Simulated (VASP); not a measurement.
# CdTe (F-43m) in VASP: further runs

CdTe is run at these levels: PBE; tasks: single point.

All numbers are computed with VASP 6.6.1; they aren't measurements. Logs are shortened: lines on timing, memory, paths and dates and some standing lists are left out, and cuts for length are marked.

**1. The cell of the first run**

It takes space group F-43m (No. 216, cubic). The conventional cell has a = 6.410 Å, b = 6.410 Å, c = 6.410 Å, α = 90.00°, β = 90.00°, γ = 90.00°. Within 3.7 Å of Cd (site symmetry -43m) lie 4 Te at 2.78 Å. Within 3.7 Å of Te (site symmetry -43m) lie 4 Cd at 2.78 Å.

**2. Single point, PBE**

INCAR

```
SYSTEM = CdTe
PREC = Accurate
ENCUT = 520
EDIFF = 1E-7
ISMEAR = 0
SIGMA = 0.01
LREAL = .FALSE.
LASPH = .TRUE.
NELM = 80
ALGO = Normal
ISIF = 2
LWAVE = .FALSE.
LCHARG = .FALSE.
GGA = PE
NBANDS = 16
```

KPOINTS

```
regular mesh
0
G
  2 2 2
  0 0 0
```

POSCAR

```
CdTe
1.0
    0.0000000000      3.2050000000      3.2050000000
    3.2050000000      0.0000000000      3.2050000000
    3.2050000000      3.2050000000      0.0000000000
Cd Te
1 1
Direct
    0.0000000000      0.0000000000      0.0000000000
    0.2500000000      0.2500000000      0.2500000000
```

Potentials or basis: VASP PAW PBE potentials, release 64 (Cd, Te).

Run with:

```sh
cat potpaw_PBE.64/Cd/POTCAR potpaw_PBE.64/Te/POTCAR > POTCAR
mpirun -np 1 vasp_std > vasp.out
```

OUTCAR:

```text
SYSTEM = CdTe
   PREC = Accurate
   ENCUT = 520
   EDIFF = 1E-7
   ISMEAR = 0
   LREAL = .FALSE.
   LASPH = .TRUE.
   NELM = 80
   ISIF = 2
   GGA = PE

 ion  position               nearest neighbor table
   1  0.000  0.000  0.000-   2 2.78   2 2.78   2 2.78   2 2.78
   2  0.250  0.250  0.250-   1 2.78   1 2.78   1 2.78   1 2.78

  LATTYP: Found a face centered cubic cell.
 ALAT       =     6.4100000000

  Lattice vectors:

 A1 = (   0.0000000000,   3.2050000000,   3.2050000000)
 A2 = (   3.2050000000,   0.0000000000,   3.2050000000)
 A3 = (   3.2050000000,   3.2050000000,   0.0000000000)

Analysis of symmetry for initial positions (statically):
=====================================================================
 Subroutine PRICEL returns:
 Original cell was already a primitive cell.

 Routine SETGRP: Setting up the symmetry group for a
 face centered cubic supercell.

 Subroutine GETGRP returns: Found 24 space group operations
 (whereof 24 operations were pure point group operations)
 out of a pool of 48 trial point group operations.

The static configuration has the point symmetry T_d .

Analysis of symmetry for dynamics (positions and initial velocities):
=====================================================================
 Subroutine PRICEL returns:
 Original cell was already a primitive cell.

 Routine SETGRP: Setting up the symmetry group for a
 face centered cubic supercell.

 Subroutine GETGRP returns: Found 24 space group operations
 (whereof 24 operations were pure point group operations)
 out of a pool of 48 trial point group operations.

The dynamic configuration has the point symmetry T_d .

 Subroutine INISYM returns: Found 24 space group operations
 (whereof 24 operations are pure point group operations),
 and found     1 'primitive' translations

----------------------------------------------------------------------------------------

                                     Primitive cell

  volume of cell :      65.8437

  direct lattice vectors                    reciprocal lattice vectors
     0.000000000  3.205000000  3.205000000    -0.156006240  0.156006240  0.156006240
     3.205000000  0.000000000  3.205000000     0.156006240 -0.156006240  0.156006240
     3.205000000  3.205000000  0.000000000     0.156006240  0.156006240 -0.156006240

  length of vectors
     4.532554467  4.532554467  4.532554467     0.270210734  0.270210734  0.270210734

  position of ions in fractional coordinates (direct lattice)
     0.000000000  0.000000000  0.000000000
     0.250000000  0.250000000  0.250000000

  ion indices of the primitive-cell ions
   primitive index   ion index
                 1           1
                 2           2

----------------------------------------------------------------------------------------

 KPOINTS: regular mesh

Automatic generation of k-mesh.
 Grid dimensions read from file:
 generate k-points for:    2    2    2

 Generating k-lattice:

  Cartesian coordinates                     Fractional coordinates (reciprocal lattice)
    -0.078003120  0.078003120  0.078003120     0.500000000  0.000000000  0.000000000
     0.078003120 -0.078003120  0.078003120     0.000000000  0.500000000  0.000000000
     0.078003120  0.078003120 -0.078003120     0.000000000  0.000000000  0.500000000

  Length of vectors
     0.135105367  0.135105367  0.135105367

  Shift w.r.t. Gamma in fractional coordinates (k-lattice)
     0.000000000  0.000000000  0.000000000

 Subroutine IBZKPT returns following result:
 ===========================================

 Found      3 irreducible k-points:

 Following reciprocal coordinates:
            Coordinates               Weight
  0.000000  0.000000  0.000000      1.000000
  0.500000  0.000000  0.000000      4.000000
  0.500000  0.500000  0.000000      3.000000
   k-points           NKPTS =      3   k-points in BZ     NKDIM =      3   number of bands    NBANDS=     16
   number of dos      NEDOS =    301   number of ions     NIONS =      2
   total plane-waves  NPLWV =  46656
   dimension x,y,z NGX =    36 NGY =   36 NGZ =   36
   dimension x,y,z NGXF=    72 NGYF=   72 NGZF=   72
   ions per type =               1   1
   NGX,Y,Z   is equivalent  to a cutoff of  13.20, 13.20, 13.20 a.u.
   NGXF,Y,Z  is equivalent  to a cutoff of  26.41, 26.41, 26.41 a.u.
 SYSTEM =  CdTe
   PREC   = accura    normal or accurate (medium, high low for compatibility)
   ISTART =      0    job   : 0-new  1-cont  2-samecut
   ICHARG =      2    charge: 1-file 2-atom 10-const
   ISPIN  =      1    spin polarized calculation?
   LNONCOLLINEAR =      F non collinear calculations
   LSORBIT =      F    spin-orbit coupling
   LASPH  =      T    aspherical Exc in radial PAW
   ENCUT  =  520.0 eV  38.22 Ry    6.18 a.u.   8.43  8.43  8.43*2*pi/ulx,y,z
   NELM   =     80;   NELMIN=  2; NELMDL= -5     # of ELM steps
   EDIFF  = 0.1E-06   stopping-criterion for ELM
   LREAL  =      F    real-space projection
   EDIFFG = 0.1E-05   stopping-criterion for IOM
   NSW    =      0    number of steps for IOM
   IBRION =     -1    ionic relax: 0-MD 1-quasi-New 2-CG
   NFREE  =      0    steps in history (QN), initial steepest desc. (CG)
   ISIF   =      2    stress and relaxation
   ISYM   =      2    0-nonsym 1-usesym 2-fastsym
   POTIM  = 0.5000    time-step for ionic-motion
   TEBEG  =    0.0;   TEEND  =   0.0 temperature during run
   PSTRESS=    0.0 pullay stress
   NELECT =      18.0000    total number of electrons
   NUPDOWN=      -1.0000    fix difference up-down
   EMIN   =  10.00;   EMAX   =-10.00  energy-range for DOS
   EFERMI =   0.00;   METHOD = LEGACY
   ISMEAR =     0;   SIGMA  =   0.01  broadening in eV -4-tet -1-fermi 0-gaus
   EFERMI_NEDOS =   21; number of points for ismear=-14 and -15
   IALGO  =     38    algorithm
   IMIX   =      4    mixing-type and parameters
     AMIX     =   0.40;   BMIX     =  1.00
     AMIX_MAG =   1.60;   BMIX_MAG =  1.00
  volume/ion in A,a.u.               =      32.92       222.17
  Fermi-wavevector in a.u.,A,eV,Ry     =   1.062497  2.007828 15.359610  1.128899
  Thomas-Fermi vector in A             =   2.197950
   LORBIT       =      0    0 simple, 1 ext, 2 COOP (PROOUT), +10 PAW based schemes
   GGA     = PE    functional components
   LHFCALC =     F    Hartree Fock is set to
   AEXX    =    0.0000 exact exchange contribution
   IVDW    =     0    specifies the selected vdW correction
   LEPSILON=     F    determine dielectric tensor
   LRPA    =     F    only Hartree local field effects (RPA)
 non-spin polarized calculation
 Gauss-broadening in eV      SIGMA  =   0.01
  energy-cutoff  :      520.00
  volume of cell :       65.84
 maximum number of plane-waves:      1807
 NGX is ok and might be reduce to    36
   NGX = 17   NGY = 17   NGZ = 17

 number of electron      17.9999995 magnetization

 Free energy of the ion-electron system (eV)
  ---------------------------------------------------
  ext. energy  EPLUGINS =         0.00000000
  ---------------------------------------------------
  free energy    TOTEN  =        -3.39967070 eV

  energy without entropy =       -3.39967070  energy(sigma->0) =       -3.39967070

 E-fermi :   3.0150     XC(G=0):  -8.5798

 val. band max:        2.9300292715   @ k =   0.0000   0.0000   0.0000
 cond. band min:       3.6894214374   @ k =   0.0000   0.0000   0.0000
 fundamental gap:      0.7593921659
 Fermi energy:         3.0149966631

 k-point     1 :       0.0000    0.0000    0.0000
  band No.  band energies     occupation
      1      -8.3895      2.00000
      2      -5.8020      2.00000
      3      -5.8020      2.00000
      4      -5.8020      2.00000
      5      -5.5424      2.00000
      6      -5.5424      2.00000
      7       2.9300      2.00000
      8       2.9300      2.00000
      9       2.9300      2.00000
     10       3.6894      0.00000
     11       7.3110      0.00000
     12       7.3110      0.00000
     13       7.3110      0.00000
     14      10.3693      0.00000
     15      12.2004      0.00000
     16      12.2004      0.00000

 k-point     2 :       0.5000    0.0000    0.0000
  band No.  band energies     occupation
      1      -7.9739      2.00000
      2      -5.7373      2.00000
      3      -5.7373      2.00000
      4      -5.5314      2.00000
      5      -5.5314      2.00000
      6      -5.1013      2.00000
      7      -1.8047      2.00000
      8       2.0769      2.00000
      9       2.0769      2.00000
     10       4.6426      0.00000
     11       7.9255      0.00000
     12       7.9255      0.00000
     13       9.9577      0.00000
     14      11.7248      0.00000
     15      13.1938      0.00000
     16      13.1938      0.00000

 k-point     3 :       0.5000    0.5000    0.0000
  band No.  band energies     occupation
      1      -7.8525      2.00000
      2      -5.6529      2.00000
      3      -5.6304      2.00000
      4      -5.6304      2.00000
      5      -5.5099      2.00000
      6      -4.9233      2.00000
      7      -1.6819      2.00000
      8       0.8959      2.00000
      9       0.8959      2.00000
     10       5.3096      0.00000
     11       5.4610      0.00000
     12      12.0008      0.00000
     13      12.1038      0.00000
     14      12.1038      0.00000
     15      13.6840      0.00000
     16      14.5457      0.00000

------------------------ aborting loop because EDIFF is reached ----------------------------------------

  FORCE on cell =-STRESS in cart. coord.  units (eV):
  Direction    XX          YY          ZZ          XY          YZ          ZX
  --------------------------------------------------------------------------------------
  -------------------------------------------------------------------------------------
  Total        3.4430403      3.4430403      3.4430403     -0.0000000     -0.0000000      0.0000000
  in kB       83.7796603     83.7796603     83.7796603     -0.0000000     -0.0000000      0.0000000
  external PRESSURE =      83.7796603 kB  Pullay stress =       0.0000000 kB

 VOLUME and BASIS-vectors are now :
 -----------------------------------------------------------------------------
  energy-cutoff  :      520.00
  volume of cell :       65.84
      direct lattice vectors                 reciprocal lattice vectors
     0.000000000  3.205000000  3.205000000    -0.156006240  0.156006240  0.156006240
     3.205000000  0.000000000  3.205000000     0.156006240 -0.156006240  0.156006240
     3.205000000  3.205000000  0.000000000     0.156006240  0.156006240 -0.156006240

 POSITION                                       TOTAL-FORCE (eV/Angst)
 -----------------------------------------------------------------------------------
      0.00000      0.00000      0.00000         0.000000      0.000000      0.000000
      1.60250      1.60250      1.60250        -0.000000     -0.000000     -0.000000
 -----------------------------------------------------------------------------------
    total drift:                               -0.000000     -0.000000     -0.000000

  FREE ENERGIE OF THE ION-ELECTRON SYSTEM (eV)
  ---------------------------------------------------
  free  energy   TOTEN  =        -3.3996707048 eV

  energy  without entropy=       -3.3996707048  energy(sigma->0) =       -3.39967070
```

It took 6.9 s on 1 thread of Intel Xeon 6975P-C, shared host; peak memory 0.2 GiB.

Results:

```yaml
Free_energy: -3.3997 eV
Pressure: 8.4 GPa
Band_gap_on_the_k_mesh: 0.76 eV, direct
```

Caveat: the k points lie up to 0.85 Å⁻¹ apart; spin-orbit coupling is left out, which moves the levels of the heavy elements. As with any semilocal functional, this PBE gap is likely too small.

**3. Single point, PBE**

INCAR

```
SYSTEM = CdTe
ALGO = Normal ; EDIFF = 1E-6
ENCUT = 520 ; GGA = PE
ISIF = 2 ; ISMEAR = 0
LASPH = .TRUE. ; LCHARG = .FALSE.
LREAL = .FALSE. ; LWAVE = .FALSE.
NBANDS = 16 ; NELM = 100
PREC = Accurate ; SIGMA = 0.01
```

KPOINTS

```
k-points
0
G
  3 3 3
  0 0 0
```

POSCAR is that of step 2.

Potentials or basis: VASP PAW PBE potentials, release 64 (Cd, Te).

Run with:

```sh
cat potpaw_PBE.64/Cd/POTCAR potpaw_PBE.64/Te/POTCAR > POTCAR
mpirun -np 1 vasp_std > vasp.out
```

OUTCAR:

```text
SYSTEM = CdTe
   EDIFF = 1E-6
   ENCUT = 520
   GGA = PE
   ISIF = 2
   ISMEAR = 0
   LASPH = .TRUE.
   LREAL = .FALSE.
   NELM = 100
   PREC = Accurate

 ion  position               nearest neighbor table
   1  0.000  0.000  0.000-   2 2.78   2 2.78   2 2.78   2 2.78
   2  0.250  0.250  0.250-   1 2.78   1 2.78   1 2.78   1 2.78

  LATTYP: Found a face centered cubic cell.
 ALAT       =     6.4100000000

  Lattice vectors:

 A1 = (   0.0000000000,   3.2050000000,   3.2050000000)
 A2 = (   3.2050000000,   0.0000000000,   3.2050000000)
 A3 = (   3.2050000000,   3.2050000000,   0.0000000000)

Analysis of symmetry for initial positions (statically):
=====================================================================
 Subroutine PRICEL returns:
 Original cell was already a primitive cell.

 Routine SETGRP: Setting up the symmetry group for a
 face centered cubic supercell.

 Subroutine GETGRP returns: Found 24 space group operations
 (whereof 24 operations were pure point group operations)
 out of a pool of 48 trial point group operations.

The static configuration has the point symmetry T_d .

Analysis of symmetry for dynamics (positions and initial velocities):
=====================================================================
 Subroutine PRICEL returns:
 Original cell was already a primitive cell.

 Routine SETGRP: Setting up the symmetry group for a
 face centered cubic supercell.

 Subroutine GETGRP returns: Found 24 space group operations
 (whereof 24 operations were pure point group operations)
 out of a pool of 48 trial point group operations.

The dynamic configuration has the point symmetry T_d .

 Subroutine INISYM returns: Found 24 space group operations
 (whereof 24 operations are pure point group operations),
 and found     1 'primitive' translations

----------------------------------------------------------------------------------------

[... 90 lines left out ...]
     AMIX     =   0.40;   BMIX     =  1.00
     AMIX_MAG =   1.60;   BMIX_MAG =  1.00
  volume/ion in A,a.u.               =      32.92       222.17
  Fermi-wavevector in a.u.,A,eV,Ry     =   1.062497  2.007828 15.359610  1.128899
  Thomas-Fermi vector in A             =   2.197950
   LORBIT       =      0    0 simple, 1 ext, 2 COOP (PROOUT), +10 PAW based schemes
   GGA     = PE    functional components
   LHFCALC =     F    Hartree Fock is set to
   AEXX    =    0.0000 exact exchange contribution
   IVDW    =     0    specifies the selected vdW correction
   LEPSILON=     F    determine dielectric tensor
   LRPA    =     F    only Hartree local field effects (RPA)
 non-spin polarized calculation
 Gauss-broadening in eV      SIGMA  =   0.01
  energy-cutoff  :      520.00
  volume of cell :       65.84
 maximum number of plane-waves:      1807
 NGX is ok and might be reduce to    36
   NGX = 17   NGY = 17   NGZ = 17

 number of electron      17.9999995 magnetization

 Free energy of the ion-electron system (eV)
  ---------------------------------------------------
  ext. energy  EPLUGINS =         0.00000000
  ---------------------------------------------------
  free energy    TOTEN  =        -4.46393670 eV

  energy without entropy =       -4.46393670  energy(sigma->0) =       -4.46393670

 E-fermi :   2.7960     XC(G=0):  -8.6874

 val. band max:        2.7363042565   @ k =   0.0000   0.0000   0.0000
 cond. band min:       3.5758584217   @ k =   0.0000   0.0000   0.0000
 fundamental gap:      0.8395541652
 Fermi energy:         2.7960008022

 k-point     1 :       0.0000    0.0000    0.0000
  band No.  band energies     occupation
      1      -8.6178      2.00000
      2      -5.7607      2.00000
      3      -5.7607      2.00000
      4      -5.7607      2.00000
      5      -5.4825      2.00000
      6      -5.4825      2.00000
[... 53 lines left out ...]
      3      -5.6290      2.00000
      4      -5.5123      2.00000
      5      -5.4775      2.00000
      6      -4.9150      2.00000
[... 8 lines left out ...]
     15      11.7493      0.00000
     16      15.0337      0.00000

------------------------ aborting loop because EDIFF is reached ----------------------------------------

  FORCE on cell =-STRESS in cart. coord.  units (eV):
  Direction    XX          YY          ZZ          XY          YZ          ZX
  --------------------------------------------------------------------------------------
  -------------------------------------------------------------------------------------
  Total        2.1939913      2.1939913      2.1939913      0.0000000      0.0000000      0.0000000
  in kB       53.3864932     53.3864932     53.3864932      0.0000000      0.0000000      0.0000000
  external PRESSURE =      53.3864932 kB  Pullay stress =       0.0000000 kB

 VOLUME and BASIS-vectors are now :
 -----------------------------------------------------------------------------
  energy-cutoff  :      520.00
  volume of cell :       65.84
      direct lattice vectors                 reciprocal lattice vectors
     0.000000000  3.205000000  3.205000000    -0.156006240  0.156006240  0.156006240
     3.205000000  0.000000000  3.205000000     0.156006240 -0.156006240  0.156006240
     3.205000000  3.205000000  0.000000000     0.156006240  0.156006240 -0.156006240

 POSITION                                       TOTAL-FORCE (eV/Angst)
 -----------------------------------------------------------------------------------
      0.00000      0.00000      0.00000        -0.000000     -0.000000     -0.000000
      1.60250      1.60250      1.60250         0.000000      0.000000      0.000000
 -----------------------------------------------------------------------------------
    total drift:                               -0.000000     -0.000000     -0.000000

  FREE ENERGIE OF THE ION-ELECTRON SYSTEM (eV)
  ---------------------------------------------------
  free  energy   TOTEN  =        -4.4639367031 eV

  energy  without entropy=       -4.4639367031  energy(sigma->0) =       -4.46393670
```

stdout:

```text
POSCAR found type information on POSCAR CdTe
 POSCAR found :  2 types and       2 ions
 scaLAPACK will be used
 LDA part: xc-table for (Slater+PW92), standard interpolation
 POSCAR, INCAR and KPOINTS ok, starting setup
 FFT: planning ... GRIDC
 FFT: planning ... GRID_SOFT
 FFT: planning ... GRID
 WAVECAR not read
 entering main loop
```

It took 5.6 s on 1 thread of Intel Xeon 6975P-C, shared host; peak memory 0.2 GiB.

What came out:

```yaml
Free_energy: -4.4639 eV
Pressure: 5.3 GPa
Band_gap_on_the_k_mesh: 0.84 eV, direct
```

Levels at points of the mesh, in eV from the valence-band top:
```csv
k point,band 5,band 6,band 7,band 8,band 9,band 10,band 11,band 12,band 13,band 14
"(0.00, 0.00, 0.00)",-8.22,-8.22,0.00,0.00,0.00,0.84,4.52,4.52,4.52,7.49
```

Caveat: the k points lie up to 0.57 Å⁻¹ apart; spin-orbit coupling is left out, which moves the levels of the heavy elements. A hybrid or GW would open this gap; PBE tends to underestimate it.

**4. Single point, PBE**

INCAR

```
SYSTEM = CdTe
PREC = Accurate ; ENCUT = 520
EDIFF = 1E-7 ; ISMEAR = 0
SIGMA = 0.01 ; LREAL = .FALSE.
LASPH = .TRUE. ; NELM = 60
ALGO = Normal ; ISIF = 2
LWAVE = .FALSE. ; LCHARG = .FALSE.
GGA = PE ; NBANDS = 16
```

KPOINTS

```
regular mesh
0
G
  5 5 5
  0 0 0
```

POSCAR is that of step 3.

Run with:

```sh
cat potpaw_PBE.64/Cd/POTCAR potpaw_PBE.64/Te/POTCAR > POTCAR
mpirun -np 1 vasp_std > vasp.out
```

Wall time 14 s (1 thread of Intel Xeon 6975P-C, shared host); peak memory 0.21 GiB.

It converged, with:

- Free energy: -4.7079 eV
- Pressure: 4.5 GPa
- Band gap on the k mesh: 0.87 eV, direct

Levels at points of the mesh, in eV from the valence-band top:
```csv
k point,band 7,band 8,band 9,band 10,band 11,band 12
"(0.00, 0.00, 0.00)",0.00,0.00,0.00,0.87,4.57,4.57
```

Caveat: spin-orbit coupling is left out, which moves the levels of the heavy elements.

**5. Overview**

```tsv
k mesh	gap on the mesh (eV)	pressure (GPa)
2 × 2 × 2	0.76	8.4
3 × 3 × 3	0.84	5.3
5 × 5 × 5	0.87	4.5
```

Alike in all rows: task single point; level PBE; potentials or basis VASP PAW PBE potentials, release 64 (Cd, Te); no spin polarisation; cell as given; cutoff (eV) 520; smearing gaussian 0.01 eV.

Caveats: some runs use coarse meshes; spin-orbit coupling is left out, which moves the levels of the heavy elements.

Total energies depend on the potentials used, so only differences within one code and one set of settings carry meaning.
